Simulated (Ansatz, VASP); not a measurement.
Two plane-wave programs on Ca2C

```xyz
3
Lattice="0.0000 3.1286 3.1286 3.1286 0.0000 3.1286 3.1286 3.1286 0.0000" Properties=species:S:1:pos:R:3 pbc="T T T"
C     0.0000    0.0000    0.0000
Ca    1.5643    1.5643    1.5643
Ca    4.6929    4.6929    4.6929
```

Alike in both runs: task single point; functional PBEsol; k mesh 4 × 4 × 4; no spin polarisation.

|  | VASP | Ansatz |
| --- | --- | --- |
| version | VASP 6.6.1 | Ansatz 0.2.0 |
| potentials or method | VASP PAW PBE potentials, release 64 (C, Ca_sv) | plane waves, PAW |
| plane-wave cutoff (eV) | 600 | 420 |
| occupations | gaussian, width 0.01 eV | fixed |
| valence electrons in the cell | 24 | 24 |

Ansatz gave:

| Quantity | Value |
| --- | --- |
| gap on the k mesh at the Fermi level (eV) | 0.19 |

**Question.** Estimate VASP's values.

**Answer.** gap on the k mesh at the Fermi level (eV): 0.18.

VASP's potentials were made for PBE, not for PBEsol.

The k mesh is coarse, so the values compare programs but aren't converged.
